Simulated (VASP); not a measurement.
## Si4C: single point with PBE

Si4C:

```
CELL_PARAMETERS angstrom
4.03353 0.00000 0.00000
0.00000 4.03353 0.00000
0.00000 0.00000 4.03353
ATOMIC_POSITIONS crystal
Si 0.00000 0.50000 0.50000
Si 0.50000 0.50000 0.00000
Si 0.50000 0.00000 0.50000
Si 0.00000 0.00000 0.00000
C 0.50000 0.50000 0.50000
```

The cell was generated, and may not be a known phase.

* Program: VASP 6.6.1
* Task: single point
* Functional: PBE
* Potentials or basis: VASP PAW PBE potentials, release 64 (Si, C)
* Cutoff: 600 eV
* k mesh: 4 × 4 × 4
* Occupations: gaussian, width 0.1 eV
* Spin: no spin polarisation
* Dipole correction: no
* Further INCAR settings: ALGO = Normal; EDIFF = 1e-06; NBANDS = 18

```yaml
Pressure: 4.3 GPa
Band_gap_on_the_k_mesh: zero (bands 10 and 11 overlap by 2.39 eV)
```

Levels at points of the mesh, in eV from the Fermi level:
```csv
k point,band 8,band 9,band 10,band 11,band 12,band 13
"(0.00, 0.00, 0.00)",-0.79,-0.79,-0.79,0.87,2.64,2.64
"(0.50, 0.00, 0.00)",-2.86,-2.86,-1.23,1.91,1.91,2.26
"(0.50, 0.50, 0.00)",-2.16,-0.97,-0.97,-0.54,-0.29,2.80
"(0.50, 0.50, 0.50)",-6.34,1.86,1.86,1.86,5.74,5.74
```

Run time: 25 s on 1 thread of Intel Xeon 8259CL, with other jobs on the host, peak memory 0.17 GiB.

Caveat: the k points lie up to 0.39 Å⁻¹ apart, too coarse for converged energies and pressures of a metal.
